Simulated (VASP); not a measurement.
A run of VASP 6.6.1 is set up as follows.

The input INCAR:

```
SYSTEM = BP
  ALGO = Normal
  EDIFF = 1E-6
  ENCUT = 520
  GGA = CA
  ISIF = 2
  ISMEAR = -1
  LASPH = .TRUE.
  LCHARG = .FALSE.
  LREAL = .FALSE.
  LWAVE = .FALSE.
  NBANDS = 11
  NELM = 80
  PREC = Accurate
  SIGMA = 0.08
```

File KPOINTS:

```
k-points
0
G
  12 12 12
  0 0 0
```

Contents of POSCAR:

```
BP
1.0
    0.0000000000      2.2236200000      2.2690000000
    2.2236200000      0.0000000000      2.2690000000
    2.2236200000      2.2236200000      0.0000000000
B P
1 1
Direct
    0.0000000000      0.0000000000      0.0000000000
    0.7500000000      0.7500000000      0.7500000000
```

Potentials or basis: VASP PAW LDA potentials, release 64 (B, P).

The run is started by

```sh
$ cat potpaw_LDA.64/B/POTCAR potpaw_LDA.64/P/POTCAR > POTCAR
$ mpirun -np 1 vasp_std > vasp.out
```

(1) What does it give for the pressure?

(2) What does it give for the band gap on the k mesh?

Results:

(1) 1.4 GPa.

(2) 0.98 eV, indirect (least direct gap 3.34 eV).

Caveat: the cell differs from its parent crystal (equal xx and yy strain of -2 %).
